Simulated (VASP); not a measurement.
# Si3N4 (P6_3/m) in VASP: notebook

Si3N4 is run at these levels: PBEsol; tasks: single point.

Everything below comes from runs of VASP 6.6.1. Logs are shortened: lines on timing, memory, paths and dates and some standing lists are left out, and cuts for length are marked.

## Step 1: The cell of the first run

It takes space group P6_3/m (No. 176, hexagonal). Conventional cell: a = 7.604 Å, b = 7.604 Å, c = 2.906 Å, α = 90.00°, β = 90.00°, γ = 120.00°. Within 2.3 Å of Si (site symmetry m) lie 4 N at 1.73 to 1.74 Å. Within 2.3 Å of N (site symmetry m) lie 3 Si at 1.74 Å. N (site symmetry -6) has 3 Si at 1.73 Å within 2.3 Å.

## Step 2: Single point, PBEsol

Contents of INCAR:

```
ALGO = Normal ; EDIFF = 1E-6
ENCUT = 520 ; GGA = PS
ISIF = 2 ; ISMEAR = 0
LASPH = True ; LCHARG = False
LREAL = False ; LWAVE = False
NBANDS = 45 ; NELM = 100
PREC = Accurate ; SIGMA = 0.1
```

Contents of KPOINTS:

```
k-points
0
Gamma
  3 3 6
```

Contents of POSCAR:

```
Si3N4
1.0
    7.6044000000      0.0000000000      0.0000000000
   -3.8022000000      6.5856035805      0.0000000000
    0.0000000000      0.0000000000      2.9063000000
Si N
6 8
Direct
    0.7684770000      0.1745570000      0.2500000000
    0.5939200000      0.7684770000      0.7500000000
    0.8254430000      0.5939200000      0.2500000000
    0.2315230000      0.8254430000      0.7500000000
    0.4060800000      0.2315230000      0.2500000000
    0.1745570000      0.4060800000      0.7500000000
    0.0305000000      0.3302400000      0.2500000000
    0.7002600000      0.0305000000      0.7500000000
    0.6697600000      0.7002600000      0.2500000000
    0.9695000000      0.6697600000      0.7500000000
    0.2997400000      0.9695000000      0.2500000000
    0.3302400000      0.2997400000      0.7500000000
    0.6666666667      0.3333333333      0.2500000000
    0.3333333333      0.6666666667      0.7500000000
```

Potentials or basis: VASP PAW PBE potentials, release 64 (Si, N).

Launch:

```sh
$ cat potpaw_PBE.64/Si/POTCAR potpaw_PBE.64/N/POTCAR > POTCAR
$ mpirun -np 1 vasp_std > vasp.out
```

OUTCAR:

```text
EDIFF = 1E-6
   ENCUT = 520
   GGA = PS
   ISIF = 2
   ISMEAR = 0
   LASPH = True
   LREAL = False
   NELM = 100
   PREC = Accurate

 ion  position               nearest neighbor table
   1  0.768  0.175  0.250-  13 1.73   8 1.74   8 1.74   7 1.74   3 3.00   5 3.00   2 3.05   2 3.05
                             6 3.05   6 3.05
   2  0.594  0.768  0.750-  14 1.73   9 1.74   9 1.74   8 1.74   6 3.00   4 3.00   1 3.05   1 3.05
                             3 3.05   3 3.05
   3  0.825  0.594  0.250-  13 1.73  10 1.74  10 1.74   9 1.74   1 3.00   5 3.00   4 3.05   4 3.05
                             2 3.05   2 3.05
   4  0.232  0.825  0.750-  14 1.73  11 1.74  11 1.74  10 1.74   6 3.00   2 3.00   5 3.05   5 3.05
                             3 3.05   3 3.05
   5  0.406  0.232  0.250-  13 1.73  12 1.74  12 1.74  11 1.74   3 3.00   1 3.00   4 3.05   4 3.05
                             6 3.05   6 3.05
   6  0.175  0.406  0.750-  14 1.73   7 1.74   7 1.74  12 1.74   4 3.00   2 3.00   1 3.05   1 3.05
                             5 3.05   5 3.05
   7  0.031  0.330  0.250-   6 1.74   6 1.74   1 1.74
   8  0.700  0.031  0.750-   1 1.74   1 1.74   2 1.74
   9  0.670  0.700  0.250-   2 1.74   2 1.74   3 1.74
  10  0.969  0.670  0.750-   3 1.74   3 1.74   4 1.74
  11  0.300  0.969  0.250-   4 1.74   4 1.74   5 1.74
  12  0.330  0.300  0.750-   5 1.74   5 1.74   6 1.74
  13  0.667  0.333  0.250-   1 1.73   3 1.73   5 1.73
  14  0.333  0.667  0.750-   4 1.73   6 1.73   2 1.73

  LATTYP: Found a hexagonal cell.
 ALAT       =     7.6044000000
 C/A-ratio  =     0.3821866288

  Lattice vectors:

 A1 = (   7.6044000000,   0.0000000000,   0.0000000000)
 A2 = (  -3.8022000000,   6.5856035805,   0.0000000000)
 A3 = (   0.0000000000,   0.0000000000,   2.9063000000)

Analysis of symmetry for initial positions (statically):
=====================================================================
 Subroutine PRICEL returns:
 Original cell was already a primitive cell.

 Routine SETGRP: Setting up the symmetry group for a
 hexagonal supercell.

 Subroutine GETGRP returns: Found 12 space group operations
 (whereof  6 operations were pure point group operations)
 out of a pool of 24 trial point group operations.

The static configuration has the point symmetry S_6 .
 The point group associated with its full space group is C_6h.

Analysis of symmetry for dynamics (positions and initial velocities):
=====================================================================
 Subroutine PRICEL returns:
 Original cell was already a primitive cell.

 Routine SETGRP: Setting up the symmetry group for a
 hexagonal supercell.

 Subroutine GETGRP returns: Found 12 space group operations
 (whereof  6 operations were pure point group operations)
 out of a pool of 24 trial point group operations.

The dynamic configuration has the point symmetry S_6 .
 The point group associated with its full space group is C_6h.

 Subroutine INISYM returns: Found 12 space group operations
 (whereof  6 operations are pure point group operations),
 and found     1 'primitive' translations

----------------------------------------------------------------------------------------

                                     Primitive cell

  volume of cell :     145.5462

  direct lattice vectors                    reciprocal lattice vectors
     7.604400000  0.000000000  0.000000000     0.131502814  0.075923185  0.000000000
    -3.802200000  6.585603580  0.000000000     0.000000000  0.151846370  0.000000000
     0.000000000  0.000000000  2.906300000     0.000000000  0.000000000  0.344080102

  length of vectors
     7.604400000  7.604400000  2.906300000     0.151846370  0.151846370  0.344080102

  position of ions in fractional coordinates (direct lattice)
     0.768477000  0.174557000  0.250000000
     0.593920000  0.768477000  0.750000000
     0.825443000  0.593920000  0.250000000
     0.231523000  0.825443000  0.750000000
     0.406080000  0.231523000  0.250000000
     0.174557000  0.406080000  0.750000000
     0.030500000  0.330240000  0.250000000
     0.700260000  0.030500000  0.750000000
     0.669760000  0.700260000  0.250000000
     0.969500000  0.669760000  0.750000000
     0.299740000  0.969500000  0.250000000
     0.330240000  0.299740000  0.750000000
     0.666666667  0.333333333  0.250000000
     0.333333333  0.666666667  0.750000000

  ion indices of the primitive-cell ions
   primitive index   ion index
                 1           1
                 2           2
                 3           3
                 4           4
                 5           5
                 6           6
                 7           7
                 8           8
                 9           9
                10          10
                11          11
                12          12
                13          13
                14          14

----------------------------------------------------------------------------------------

 KPOINTS: k-points

Automatic generation of k-mesh.
 Grid dimensions read from file:
 generate k-points for:    3    3    6

 Generating k-lattice:

  Cartesian coordinates                     Fractional coordinates (reciprocal lattice)
     0.043834271  0.025307728  0.000000000     0.333333333  0.000000000  0.000000000
     0.000000000  0.050615457  0.000000000     0.000000000  0.333333333  0.000000000
     0.000000000  0.000000000  0.057346684     0.000000000  0.000000000  0.166666667

  Length of vectors
     0.050615457  0.050615457  0.057346684

  Shift w.r.t. Gamma in fractional coordinates (k-lattice)
     0.000000000  0.000000000  0.000000000

 Subroutine IBZKPT returns following result:
 ===========================================

 Found     12 irreducible k-points:

 Following reciprocal coordinates:
            Coordinates               Weight
  0.000000  0.000000  0.000000      1.000000
  0.333333 -0.000000  0.000000      6.000000
  0.333333  0.333333  0.000000      2.000000
  0.000000  0.000000  0.166667      2.000000
  0.333333 -0.000000  0.166667     12.000000
  0.333333  0.333333  0.166667      4.000000
  0.000000  0.000000  0.333333      2.000000
  0.333333 -0.000000  0.333333     12.000000
  0.333333  0.333333  0.333333      4.000000
  0.000000  0.000000  0.500000      1.000000
  0.333333 -0.000000  0.500000      6.000000
  0.333333  0.333333  0.500000      2.000000
   k-points           NKPTS =     12   k-points in BZ     NKDIM =     12   number of bands    NBANDS=     45
   number of dos      NEDOS =    301   number of ions     NIONS =     14
   total plane-waves  NPLWV =  86400
   dimension x,y,z NGX =    60 NGY =   60 NGZ =   24
   dimension x,y,z NGXF=   120 NGYF=  120 NGZF=   48
   ions per type =               6   8
   NGX,Y,Z   is equivalent  to a cutoff of  13.12, 13.12, 13.73 a.u.
   NGXF,Y,Z  is equivalent  to a cutoff of  26.23, 26.23, 27.46 a.u.
 SYSTEM =  unknown system
   PREC   = accura    normal or accurate (medium, high low for compatibility)
   ISTART =      0    job   : 0-new  1-cont  2-samecut
   ICHARG =      2    charge: 1-file 2-atom 10-const
   ISPIN  =      1    spin polarized calculation?
   LNONCOLLINEAR =      F non collinear calculations
   LSORBIT =      F    spin-orbit coupling
   LASPH  =      T    aspherical Exc in radial PAW
   ENCUT  =  520.0 eV  38.22 Ry    6.18 a.u.  14.14 14.14  5.40*2*pi/ulx,y,z
   NELM   =    100;   NELMIN=  2; NELMDL= -5     # of ELM steps
   EDIFF  = 0.1E-05   stopping-criterion for ELM
   LREAL  =      F    real-space projection
   EDIFFG = 0.1E-04   stopping-criterion for IOM
   NSW    =      0    number of steps for IOM
   IBRION =     -1    ionic relax: 0-MD 1-quasi-New 2-CG
   NFREE  =      0    steps in history (QN), initial steepest desc. (CG)
   ISIF   =      2    stress and relaxation
   ISYM   =      2    0-nonsym 1-usesym 2-fastsym
   POTIM  = 0.5000    time-step for ionic-motion
   TEBEG  =    0.0;   TEEND  =   0.0 temperature during run
   PSTRESS=    0.0 pullay stress
   NELECT =      64.0000    total number of electrons
   NUPDOWN=      -1.0000    fix difference up-down
   EMIN   =  10.00;   EMAX   =-10.00  energy-range for DOS
   EFERMI =   0.00;   METHOD = LEGACY
   ISMEAR =     0;   SIGMA  =   0.10  broadening in eV -4-tet -1-fermi 0-gaus
   EFERMI_NEDOS =   21; number of points for ismear=-14 and -15
   IALGO  =     38    algorithm
   IMIX   =      4    mixing-type and parameters
     AMIX     =   0.40;   BMIX     =  1.00
     AMIX_MAG =   1.60;   BMIX_MAG =  1.00
  volume/ion in A,a.u.               =      10.40        70.16
  Fermi-wavevector in a.u.,A,eV,Ry     =   1.244900  2.352520 21.085986  1.549776
  Thomas-Fermi vector in A             =   2.379146
   LORBIT       =      0    0 simple, 1 ext, 2 COOP (PROOUT), +10 PAW based schemes
   GGA     = PS    functional components
   LHFCALC =     F    Hartree Fock is set to
   AEXX    =    0.0000 exact exchange contribution
   IVDW    =     0    specifies the selected vdW correction
   LEPSILON=     F    determine dielectric tensor
   LRPA    =     F    only Hartree local field effects (RPA)
 non-spin polarized calculation
 Gauss-broadening in eV      SIGMA  =   0.10
  energy-cutoff  :      520.00
  volume of cell :      145.55
 maximum number of plane-waves:      3965
 NGX is ok and might be reduce to    60
   NGX = 29   NGY = 29   NGZ = 11

 number of electron      63.9999992 magnetization

 Free energy of the ion-electron system (eV)
  ---------------------------------------------------
  ext. energy  EPLUGINS =         0.00000000
  ---------------------------------------------------
  free energy    TOTEN  =      -120.37473839 eV

  energy without entropy =     -120.37473839  energy(sigma->0) =     -120.37473839

 E-fermi :   7.1783     XC(G=0): -11.0217

 val. band max:        6.6990819409   @ k =   0.0000   0.0000   0.1667
 cond. band min:      10.8769144280   @ k =   0.0000   0.0000   0.0000
 fundamental gap:      4.1778324871
 Fermi energy:         7.1783264166

 k-point     1 :       0.0000    0.0000    0.0000
  band No.  band energies     occupation
      1     -11.5266      2.00000
      2     -10.0465      2.00000
      3     -10.0465      2.00000
      4      -9.4021      2.00000
      5      -9.2727      2.00000
      6      -9.2727      2.00000
[... 36 lines left out ...]
     43      15.2469      0.00000
     44      16.1376      0.00000

 k-point     2 :       0.3333   -0.0000    0.0000
  band No.  band energies     occupation
      1     -11.2879      2.00000
      2     -10.5944      2.00000
      3     -10.1857      2.00000
      4      -9.7692      2.00000
      5      -8.9429      2.00000
      6      -8.4657      2.00000
[... 36 lines left out ...]
     43      14.8733      0.00000
     44      15.4022      0.00000

 k-point     3 :       0.3333    0.3333    0.0000
  band No.  band energies     occupation
      1     -10.8785      2.00000
      2     -10.8785      2.00000
      3     -10.6872      2.00000
      4      -9.2254      2.00000
      5      -9.2254      2.00000
      6      -8.2562      2.00000
[... 412 lines left out ...]
     43      14.1356      0.00000
     44      14.1356      0.00000

 k-point    12 :       0.3333    0.3333    0.5000
  band No.  band energies     occupation
      1      -8.9558      2.00000
      2      -8.9558      2.00000
      3      -8.3678      2.00000
      4      -8.3678      2.00000
      5      -8.3483      2.00000
      6      -8.3483      2.00000
[... 36 lines left out ...]
     43      14.2142      0.00000
     44      14.2142      0.00000
 [bands above 44 left out]

------------------------ aborting loop because EDIFF is reached ----------------------------------------

  FORCE on cell =-STRESS in cart. coord.  units (eV):
  Direction    XX          YY          ZZ          XY          YZ          ZX
  --------------------------------------------------------------------------------------
  -------------------------------------------------------------------------------------
  Total        1.8729593      1.8729593      1.7455923     -0.0000001     -0.0000000      0.0000000
  in kB       20.6175926     20.6175926     19.2155320     -0.0000012     -0.0000000      0.0000000
  external PRESSURE =      20.1502390 kB  Pullay stress =       0.0000000 kB

 VOLUME and BASIS-vectors are now :
 -----------------------------------------------------------------------------
  energy-cutoff  :      520.00
  volume of cell :      145.55
      direct lattice vectors                 reciprocal lattice vectors
     7.604400000  0.000000000  0.000000000     0.131502814  0.075923185  0.000000000
    -3.802200000  6.585603580  0.000000000     0.000000000  0.151846370  0.000000000
     0.000000000  0.000000000  2.906300000     0.000000000  0.000000000  0.344080102

 POSITION                                       TOTAL-FORCE (eV/Angst)
 -----------------------------------------------------------------------------------
      5.18011      1.14956      0.72657        -0.053122      0.013127     -0.000000
      1.59450      5.06088      2.17972        -0.037929     -0.039442      0.000000
      4.01880      3.91132      0.72657         0.015193     -0.052568     -0.000000
     -1.37791      5.43604      2.17972         0.053122     -0.013127      0.000000
      2.20770      1.52472      0.72657         0.037929      0.039442     -0.000000
     -0.21660      2.67428      2.17972        -0.015193      0.052568     -0.000000
     -1.02370      2.17483      0.72657        -0.033732     -0.028117     -0.000000
      5.20909      0.20086      2.17972         0.007484     -0.043271     -0.000000
      2.43059      4.61163      0.72657         0.041216     -0.015155     -0.000000
      4.82590      4.41077      2.17972         0.033732      0.028117     -0.000000
     -1.40689      6.38474      0.72657        -0.007484      0.043271      0.000000
      1.37161      1.97397      2.17972        -0.041216      0.015155      0.000000
      3.80220      2.19520      0.72657        -0.000000     -0.000000      0.000000
     -0.00000      4.39040      2.17972        -0.000000     -0.000000     -0.000000
 -----------------------------------------------------------------------------------
    total drift:                                0.000000      0.000000      0.000000

  FREE ENERGIE OF THE ION-ELECTRON SYSTEM (eV)
  ---------------------------------------------------
  free  energy   TOTEN  =      -120.3747383944 eV

  energy  without entropy=     -120.3747383943  energy(sigma->0) =     -120.37473839
```

Wall time 81 s (1 thread of Intel Xeon Platinum 8259CL at 2.50GHz (Skylake/Cascade Lake), shared host); peak memory 0.28 GiB.

Results:

```yaml
Free_energy: -120.3747 eV
Pressure: 2.0 GPa
Largest_force: 0.055 eV/Å
Band_gap_on_the_k_mesh: 4.18 eV, indirect (least direct gap 4.38 eV)
```

Forces on the atoms (eV/Å):
```
Si  -0.053  0.013  0.000
Si  -0.038 -0.039  0.000
Si   0.015 -0.053  0.000
Si   0.053 -0.013  0.000
Si   0.038  0.039  0.000
Si  -0.015  0.053  0.000
N   -0.034 -0.028  0.000
N    0.007 -0.043  0.000
N    0.041 -0.015  0.000
N    0.034  0.028  0.000
N   -0.007  0.043  0.000
N   -0.041  0.015  0.000
N    0.000  0.000  0.000
N    0.000  0.000  0.000
```

Stress tensor (GPa, compression positive):
```
2.06 0.00 0.00
0.00 2.06 0.00
0.00 0.00 1.92
```

Levels at points of the mesh, in eV from the valence-band top:
```csv
k point,band 28,band 29,band 30,band 31,band 32,band 33,band 34,band 35,band 36,band 37
"(0.00, 0.00, 0.00)",-1.31,-1.31,-0.47,-0.41,-0.20,4.18,4.63,4.78,4.78,5.10
"(0.00, 0.00, 0.50)",-1.66,-1.66,-1.66,-1.38,-1.38,4.56,4.56,4.56,4.56,7.18
```

Caveat: the PAW data sets were made with another functional, which shifts forces and pressure a little.

(Continued in part 2 of 2.)
